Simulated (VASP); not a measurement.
Runs of VASP 6.6.1 on InSb3. The structure is that of space group Pm-3m (No. 221), or close to it. The cells are those of the table. 

```csv
cell,gap on the mesh (eV),pressure (GPa)
"a = 4.669 Å, 4 atoms",none,5.7
"a = 4.959 Å, angles 88.7°, 4 atoms",none,-3.7
"a = 4.959 Å, angles 91.3°, 4 atoms",none,-3.7
"a = 4.718 Å, 4 atoms",none,(a)
"a = 4.670 Å, angles 91.4°, 4 atoms",none,5.8
"a = 4.910 Å, 4 atoms",none,-2.7
"a = 4.814 Å, 4 atoms",none,-0.1
"a = 4.670 Å, angles 88.6°, 4 atoms",none,5.8
"a = 4.766 Å, 4 atoms",none,1.6
"a = 4.862 Å, 4 atoms",none,(b)
```

Alike in all rows: task single point; level PBE; potentials or basis VASP PAW PBE potentials, release 64 (In_d, Sb); no spin polarisation; k mesh 8 × 8 × 8; cutoff (eV) 520; smearing gaussian 0.15 eV.

**Question.** Estimate the missing entries.

**Answer.** (a) 3.5; (b) -1.5.

Caveats: spin-orbit coupling is left out, which moves the levels of the heavy elements; the cell stands under pressure (at least some runs); the cell stands under tension (at least some runs).

A k mesh can miss the band edges, and the runs leave out spin-orbit coupling on In, Sb.

A gap of «none» marks levels without a gap at the run's occupations.
